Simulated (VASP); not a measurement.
# Mn (P6_3/mmc) in VASP: notebook

Runs on Mn. Level: PBEsol. Tasks: single point.

Everything below comes from runs of VASP 6.6.1. Logs are shortened: lines on timing, memory, paths and dates and some standing lists are left out, and cuts for length are marked.

## Step 1: The cell of the first run

The structure is hexagonal, space group P6_3/mmc (No. 194). The conventional cell has a = 2.454 Å, b = 2.454 Å, c = 7.917 Å, α = 90.00°, β = 90.00°, γ = 120.00°. Mn (site symmetry -3m) has 12 Mn at 2.43 to 2.45 Å within 3.2 Å. Within 3.2 Å of Mn (site symmetry -6m2) lie 12 Mn at 2.43 to 2.45 Å.

This isn't the form of Mn at room conditions, which is a 58-atom cubic cell.

## Step 2: Single point, PBEsol, collinear spin, antiferromagnetic start

The input, INCAR:

```
SYSTEM = Mn
PREC     = Accurate       ! precision mode
ENCUT    = 520            ! plane-wave cutoff, eV
EDIFF    = 1E-6           ! SCF threshold, eV
ISMEAR   = -1             ! smearing method
SIGMA    = 0.05           ! smearing width, eV
LREAL    = .FALSE.        ! projectors in reciprocal space
LASPH    = .TRUE.         ! aspherical terms in the spheres
NELM     = 150            ! most SCF steps
ALGO     = Normal         ! electronic algorithm
ISIF     = 2              ! what is computed and relaxed
LWAVE    = .FALSE.        ! write WAVECAR
LCHARG   = .FALSE.        ! write CHGCAR
ISPIN    = 2              ! spin polarisation
MAGMOM   = 3 3 -3 -3      ! initial moments
LORBIT   = 11             ! projections on sites
LMAXMIX  = 4              ! l up to which the mixer works
GGA      = PS             ! functional
NBANDS   = 38             ! bands
```

The input, KPOINTS:

```
Automatic mesh
0
G
  14 14 4
  0 0 0
```

The input, POSCAR:

```
Mn
1.0
    2.4538499175      0.0000000000      0.0000000000
   -1.2269249587      2.1250963657      0.0000000000
    0.0000000000      0.0000000000      7.9167919915
Mn
4
Direct
    1.0000000000      0.0000000000      1.0000000000
    1.0000000000      1.0000000000      0.5000000000
    0.3333333333      0.6666666667      0.2500000000
    0.6666666667      0.3333333333      0.7500000000
```

Potentials or basis: VASP PAW PBE potentials, release 64 (Mn_pv).

The run is started by

```
cat potpaw_PBE.64/Mn_pv/POTCAR > POTCAR
mpirun -np 1 vasp_std > vasp.out
```

OUTCAR:

```text
SYSTEM = Mn
   PREC = Accurate
   ENCUT = 520
   EDIFF = 1E-6
   ISMEAR = -1
   LREAL = .FALSE.
   LASPH = .TRUE.
   NELM = 150
   ISIF = 2
   ISPIN = 2
   LORBIT = 11
   GGA = PS

 ion  position               nearest neighbor table
   1  0.000  0.000  0.000-   3 2.43   4 2.43   4 2.43   3 2.43   4 2.43   3 2.43
   2  0.000  0.000  0.500-   3 2.43   4 2.43   4 2.43   3 2.43   4 2.43   3 2.43
   3  0.333  0.667  0.250-   1 2.43   2 2.43   1 2.43   2 2.43   1 2.43   2 2.43
   4  0.667  0.333  0.750-   1 2.43   2 2.43   1 2.43   2 2.43   1 2.43   2 2.43

  LATTYP: Found a hexagonal cell.
 ALAT       =     2.4538499175
 C/A-ratio  =     3.2262739196

  Lattice vectors:

 A1 = (   2.4538499175,   0.0000000000,   0.0000000000)
 A2 = (  -1.2269249587,   2.1250963657,   0.0000000000)
 A3 = (   0.0000000000,   0.0000000000,   7.9167919915)

Analysis of symmetry for initial positions (statically):
=====================================================================
 Subroutine PRICEL returns:
 Original cell was already a primitive cell.

 Routine SETGRP: Setting up the symmetry group for a
 hexagonal supercell.

 Subroutine GETGRP returns: Found 24 space group operations
 (whereof 12 operations were pure point group operations)
 out of a pool of 24 trial point group operations.

The static configuration has the point symmetry D_3d.
 The point group associated with its full space group is D_6h.

Analysis of symmetry for dynamics (positions and initial velocities):
=====================================================================
 Subroutine PRICEL returns:
 Original cell was already a primitive cell.

 Routine SETGRP: Setting up the symmetry group for a
 hexagonal supercell.

 Subroutine GETGRP returns: Found 24 space group operations
 (whereof 12 operations were pure point group operations)
 out of a pool of 24 trial point group operations.

The dynamic configuration has the point symmetry D_3d.
 The point group associated with its full space group is D_6h.

Analysis of structural, dynamic, and magnetic symmetry:
=====================================================================
 Subroutine PRICEL returns:
 Original cell was already a primitive cell.

 Routine SETGRP: Setting up the symmetry group for a
 hexagonal supercell.

 Subroutine GETGRP returns: Found 24 space group operations
 (whereof 12 operations were pure point group operations)
 out of a pool of 24 trial point group operations.

The overall configuration has the point symmetry D_3d.
 The point group associated with its full space group is D_6h.

 Subroutine INISYM returns: Found 24 space group operations
 (whereof 12 operations are pure point group operations),
 and found     1 'primitive' translations

----------------------------------------------------------------------------------------

                                     Primitive cell

  volume of cell :      41.2834

  direct lattice vectors                    reciprocal lattice vectors
     2.453849917  0.000000000  0.000000000     0.407522886  0.235283448  0.000000000
    -1.226924959  2.125096366  0.000000000     0.000000000  0.470566896  0.000000000
     0.000000000  0.000000000  7.916791992     0.000000000  0.000000000  0.126313790

  length of vectors
     2.453849917  2.453849918  7.916791992     0.470566896  0.470566896  0.126313790

  position of ions in fractional coordinates (direct lattice)
     0.000000000  0.000000000  0.000000000
     0.000000000  0.000000000  0.500000000
     0.333333333  0.666666667  0.250000000
     0.666666667  0.333333333  0.750000000

  ion indices of the primitive-cell ions
   primitive index   ion index
                 1           1
                 2           2
                 3           3
                 4           4

----------------------------------------------------------------------------------------

 KPOINTS: Automatic mesh

Automatic generation of k-mesh.
 Grid dimensions read from file:
 generate k-points for:   14   14    4

 Generating k-lattice:

  Cartesian coordinates                     Fractional coordinates (reciprocal lattice)
     0.029108778  0.016805961  0.000000000     0.071428571  0.000000000  0.000000000
     0.000000000  0.033611921  0.000000000     0.000000000  0.071428571  0.000000000
     0.000000000  0.000000000  0.031578447     0.000000000  0.000000000  0.250000000

  Length of vectors
     0.033611921  0.033611921  0.031578447

  Shift w.r.t. Gamma in fractional coordinates (k-lattice)
     0.000000000  0.000000000  0.000000000

 Subroutine IBZKPT returns following result:
 ===========================================

 Found     72 irreducible k-points:

 Following reciprocal coordinates:
            Coordinates               Weight
  0.000000  0.000000  0.000000      1.000000
  0.071429  0.000000  0.000000      6.000000
  0.142857  0.000000  0.000000      6.000000
  0.214286  0.000000  0.000000      6.000000
  0.285714  0.000000  0.000000      6.000000
  0.357143  0.000000  0.000000      6.000000
[... 16 lines left out ...]
  0.285714  0.285714  0.000000      6.000000
  0.357143  0.285714  0.000000      6.000000
 [... further k-points ...]
   k-points           NKPTS =     72   k-points in BZ     NKDIM =     72   number of bands    NBANDS=     38
   number of dos      NEDOS =    301   number of ions     NIONS =      4
   total plane-waves  NPLWV =  19440
   dimension x,y,z NGX =    18 NGY =   18 NGZ =   60
   dimension x,y,z NGXF=    36 NGYF=   36 NGZF=  120
   ions per type =               4
   NGX,Y,Z   is equivalent  to a cutoff of  12.19, 12.19, 12.60 a.u.
   NGXF,Y,Z  is equivalent  to a cutoff of  24.39, 24.39, 25.20 a.u.
 SYSTEM =  Mn
   PREC   = accura    normal or accurate (medium, high low for compatibility)
   ISTART =      0    job   : 0-new  1-cont  2-samecut
   ICHARG =      2    charge: 1-file 2-atom 10-const
   ISPIN  =      2    spin polarized calculation?
   LNONCOLLINEAR =      F non collinear calculations
   LSORBIT =      F    spin-orbit coupling
   LASPH  =      T    aspherical Exc in radial PAW
   ENCUT  =  520.0 eV  38.22 Ry    6.18 a.u.   4.56  4.56 14.72*2*pi/ulx,y,z
   NELM   =    150;   NELMIN=  2; NELMDL= -5     # of ELM steps
   EDIFF  = 0.1E-05   stopping-criterion for ELM
   LREAL  =      F    real-space projection
[... 7 lines left out ...]
   TEBEG  =    0.0;   TEEND  =   0.0 temperature during run
   PSTRESS=    0.0 pullay stress
   NELECT =      52.0000    total number of electrons
   NUPDOWN=      -1.0000    fix difference up-down
   EMIN   =  10.00;   EMAX   =-10.00  energy-range for DOS
   EFERMI =   0.00;   METHOD = LEGACY
   ISMEAR =    -1;   SIGMA  =   0.05  broadening in eV -4-tet -1-fermi 0-gaus
   EFERMI_NEDOS =   21; number of points for ismear=-14 and -15
   IALGO  =     38    algorithm
   IMIX   =      4    mixing-type and parameters
     AMIX     =   0.40;   BMIX     =  1.00
     AMIX_MAG =   1.60;   BMIX_MAG =  1.00
  volume/ion in A,a.u.               =      10.32        69.65
  Fermi-wavevector in a.u.,A,eV,Ry     =   1.768007  3.341049 42.529757  3.125849
  Thomas-Fermi vector in A             =   2.835280
   LORBIT       =     11    0 simple, 1 ext, 2 COOP (PROOUT), +10 PAW based schemes
   GGA     = PS    functional components
   LHFCALC =     F    Hartree Fock is set to
   AEXX    =    0.0000 exact exchange contribution
   IVDW    =     0    specifies the selected vdW correction
   LEPSILON=     F    determine dielectric tensor
   LRPA    =     F    only Hartree local field effects (RPA)
 spin polarized calculation
  energy-cutoff  :      520.00
  volume of cell :       41.28
 maximum number of plane-waves:      1140
   NGX =  9   NGY =  9   NGZ = 29

 number of electron      52.0000036 magnetization       0.0014750

 number of electron      52.0000036 magnetization      -0.0010372

 Free energy of the ion-electron system (eV)
  ---------------------------------------------------
  ext. energy  EPLUGINS =         0.00000000
  ---------------------------------------------------
  free energy    TOTEN  =       -38.84887092 eV

  energy without entropy =      -38.80992608  energy(sigma->0) =      -38.82939850

 E-fermi :  10.8485     XC(G=0): -14.4369

 val. band max:       10.8482450178   @ k =   0.2857   0.0714   0.0000
 cond. band min:      10.8547253117   @ k =   0.3571   0.2143   0.2500
 fundamental gap:      0.0064802939
 Fermi energy:        10.8484587368

 spin component 1

 k-point     1 :       0.0000    0.0000    0.0000
  band No.  band energies     occupation
      1     -37.4375      1.00000
      2     -37.0376      1.00000
      3     -36.9506      1.00000
      4     -36.6594      1.00000
      5     -36.6594      1.00000
      6     -36.6025      1.00000
[... 30 lines left out ...]
     37      20.5776      0.00000
     38      27.9967      0.00000
[... 941 lines left out ...]
     37      19.5745      0.00000
     38      20.5540      0.00000

 [... further k-points ...]

 spin component 2

 k-point     1 :       0.0000    0.0000    0.0000
  band No.  band energies     occupation
      1     -37.4374      1.00000
      2     -37.0335      1.00000
      3     -36.9554      1.00000
      4     -36.6600      1.00000
      5     -36.6600      1.00000
      6     -36.6065      1.00000
[... 30 lines left out ...]
     37      20.5775      0.00000
     38      27.9970      0.00000
[... 941 lines left out ...]
     37      19.5745      0.00000
     38      20.5531      0.00000

 [... further k-points ...]

------------------------ aborting loop because EDIFF is reached ----------------------------------------

  FORCE on cell =-STRESS in cart. coord.  units (eV):
  Direction    XX          YY          ZZ          XY          YZ          ZX
  --------------------------------------------------------------------------------------
  -------------------------------------------------------------------------------------
  Total       -0.0077040     -0.0077040     -0.0360701     -0.0000000      0.0000000      0.0000000
  in kB       -0.2989854     -0.2989854     -1.3998531     -0.0000000      0.0000000      0.0000000
  external PRESSURE =      -0.6659413 kB  Pullay stress =       0.0000000 kB

 VOLUME and BASIS-vectors are now :
 -----------------------------------------------------------------------------
  energy-cutoff  :      520.00
  volume of cell :       41.28
      direct lattice vectors                 reciprocal lattice vectors
     2.453849917  0.000000000  0.000000000     0.407522886  0.235283448  0.000000000
    -1.226924959  2.125096366  0.000000000     0.000000000  0.470566896  0.000000000
     0.000000000  0.000000000  7.916791992     0.000000000  0.000000000  0.126313790

 POSITION                                       TOTAL-FORCE (eV/Angst)
 -----------------------------------------------------------------------------------
      0.00000      0.00000      0.00000        -0.000000      0.000000      0.000000
      0.00000      0.00000      3.95840        -0.000000      0.000000      0.000000
     -0.00000      1.41673      1.97920         0.000000     -0.000000     -0.000000
      1.22692      0.70837      5.93759        -0.000000      0.000000      0.000000
 -----------------------------------------------------------------------------------
    total drift:                                0.000000     -0.000000      0.000000

  FREE ENERGIE OF THE ION-ELECTRON SYSTEM (eV)
  ---------------------------------------------------
  free  energy   TOTEN  =       -38.8488709229 eV

  energy  without entropy=      -38.8099260833  energy(sigma->0) =      -38.82939850

 total charge

# of ion       s       p       d       tot
------------------------------------------
    1        0.446   6.432   5.203  12.081
    2        0.446   6.432   5.203  12.081
    3        0.447   6.433   5.190  12.070
    4        0.447   6.433   5.190  12.070
--------------------------------------------------
tot          1.786  25.729  20.786  48.301

 magnetization (x)

# of ion       s       p       d       tot
------------------------------------------
    1       -0.000  -0.000  -0.004  -0.004
    2       -0.000  -0.000  -0.004  -0.004
    3        0.000   0.000   0.003   0.003
    4        0.000   0.000   0.003   0.003
--------------------------------------------------
tot         -0.000   0.000  -0.001  -0.001
```

Wall time 7.2 min (1 thread of Intel Xeon 8259CL, shared host); peak memory 0.27 GiB.

Results:

| Quantity | Value |
| --- | --- |
| Free energy | -38.8489 eV |
| Pressure | -0.1 GPa |
| Band gap on the k mesh | zero (filled and empty bands overlap) |
| Net moment | 0.00 μB per cell |
| Valence electrons inside the program's atomic spheres | Mn 12.08, 12.07 (each value once) |

Levels at points of the mesh, in eV from the Fermi level:
Spin up:
```csv
k point,band 22,band 23,band 24,band 25,band 26,band 27,band 28,band 29,band 30,band 31
"(0.00, 0.00, 0.00)",-1.25,-1.07,-0.82,-0.82,-0.74,-0.74,0.25,0.25,0.73,0.73
"(0.50, 0.00, 0.00)",-1.34,-0.58,0.10,0.12,1.40,1.85,1.86,1.96,1.98,2.09
"(0.00, 0.00, 0.50)",-1.14,-0.96,-0.96,-0.96,-0.96,-0.69,-0.69,0.53,0.53,0.53
"(0.50, 0.00, 0.50)",-0.94,-0.44,-0.44,0.25,0.25,1.36,1.36,1.89,1.89,2.08
```
Spin down:
```tsv
k point	band 22	band 23	band 24	band 25	band 26	band 27	band 28	band 29	band 30	band 31
(0.00, 0.00, 0.00)	-1.25	-1.07	-0.81	-0.81	-0.74	-0.74	0.25	0.25	0.73	0.73
(0.50, 0.00, 0.00)	-1.34	-0.58	0.11	0.12	1.40	1.85	1.86	1.95	1.98	2.10
(0.00, 0.00, 0.50)	-1.14	-0.96	-0.96	-0.96	-0.96	-0.69	-0.69	0.53	0.53	0.53
(0.50, 0.00, 0.50)	-0.94	-0.44	-0.44	0.25	0.25	1.36	1.36	1.89	1.89	2.08
```

Caveat: the moments typed at the start vanished in this run; the PAW data sets were made with another functional, which shifts forces and pressure a little.

(Continued in part 2 of 2.)
